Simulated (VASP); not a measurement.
Zn:

```
Zn
1.0
     2.67000    0.00000    0.00000
    -1.33500    2.31229    0.00000
     0.00000    0.00000    4.96600
Zn
2
Direct
  0.66667 0.33333 0.75000
  0.33333 0.66667 0.25000
```

Program: VASP 6.6.1. Alike in all runs: task single point; no spin polarisation; cell as given.

Problem. Order these runs on this cell by their pressure, lowest first.
A. level RPBE; potentials or basis VASP PAW PBE potentials, release 64 (Zn); k mesh 7 × 7 × 3; cutoff (eV) 520; smearing fermi-dirac 0.05 eV
B. level LDA; potentials or basis VASP PAW LDA potentials, release 64 (Zn); k mesh 7 × 7 × 3; cutoff (eV) 520; smearing fermi-dirac 0.05 eV
C. level PBE; potentials or basis VASP PAW PBE potentials, release 64 (Zn); k mesh 7 × 7 × 3; cutoff (eV) 520; smearing fermi-dirac 0.05 eV
D. level HF; potentials or basis VASP PAW PBE potentials, release 64 (Zn); k mesh 8 × 8 × 4; cutoff (eV) 400; smearing gaussian 0.02 eV; grid for exact exchange (PRECFOCK) Normal; share of exact exchange 1
E. level r2SCAN; potentials or basis VASP PAW PBE potentials, release 64 (Zn); k mesh 7 × 7 × 3; cutoff (eV) 520; smearing fermi-dirac 0.05 eV

Solution. B (-8.7 GPa), E (-4.8 GPa), C (-0.6 GPa), A (2.4 GPa), D (10.7 GPa).

Caveats: some runs use coarse meshes; the PAW data sets were made with another functional, which shifts forces and pressure a little (at least some runs); the cell stands under pressure (at least some runs).
